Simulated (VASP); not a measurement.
Input of a VASP 6.6.1 run:

Contents of INCAR:

```
SYSTEM = InSb
PREC = Accurate
ENCUT = 520
EDIFF = 1E-6
ISMEAR = 0
SIGMA = 0.1
LREAL = .False.
LASPH = .True.
NELM = 80
ALGO = Normal
ISIF = 2
LWAVE = .False.
LCHARG = .False.
GGA = PE
NBANDS = 16
```

File KPOINTS:

```
regular mesh
0
Gamma
  10 10 10
  0 0 0
```

The input POSCAR:

```
InSb
1.0
    3.8076520000      0.0000000000      0.0000000000
    0.0000000000      3.8076520000      0.0000000000
    0.0000000000      0.0000000000      3.8076520000
In Sb
1 1
Direct
    0.0000000000      0.0000000000      0.0000000000
    0.5000000000      0.5000000000      0.5984858910
```

Potentials or basis: VASP PAW PBE potentials, release 64 (In_d, Sb).

Command:

```bash
$ cat potpaw_PBE.64/In_d/POTCAR potpaw_PBE.64/Sb/POTCAR > POTCAR
$ mpirun -np 1 vasp_std > vasp.out
```

(1) Predict the band gap on the k mesh.

(2) What does it give for the pressure?

(3) What does it give for the largest force?

Results:

(1) zero (bands 9 and 10 overlap by 3.25 eV).

(2) 1.2 GPa.

(3) 0.426 eV/Å.

Caveat: the cell differs from its parent crystal (one atom moved); spin-orbit coupling is left out, which moves the levels of the heavy elements.
